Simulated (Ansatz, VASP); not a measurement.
**C: VASP beside Ansatz**

```
CELL_PARAMETERS angstrom
2.45766 0.00000 0.00000
-1.22883 2.12839 0.00000
0.00000 0.00000 3.52948
ATOMIC_POSITIONS crystal
C 0.31924 0.63848 0.00000
C 0.68076 0.36152 0.00000
```

Change from the starting cell: mode 6 frozen in at -0.060 Å, equal normal strain along x, y and z +0.0000.

Alike in both runs: task single point; functional PBEsol; dispersion D3(BJ); k mesh 21 × 21 × 12; occupations gaussian, width 0.15 eV; no spin polarisation.

|  | VASP | Ansatz |
| --- | --- | --- |
| version | VASP 6.6.1 | Ansatz 0.2.0 |
| potentials or method | VASP PAW PBE potentials, release 64 (C), cutoff 520 eV | scalar-relativistic, plane waves, PAW |
| valence electrons in the cell | 8 | 8 |

```csv
,VASP,Ansatz,Ansatz less VASP
gap on the k mesh at the Fermi level (eV),none,none,-
pressure (GPa),6.1,5.5,-0.59
"traceless stress, the component that is largest in VASP (GPa)",15.58,14.95,-0.625
rms of the force components (eV/Å),3.245,3.237,-0.0077
```

VASP's potentials were made for PBE, not for PBEsol, and Ansatz warns of the same on its side. Atom by atom the forces differ by 0.008 eV/Å (rms over components). A gap of «none» marks a metal or a gap that the smearing closes.
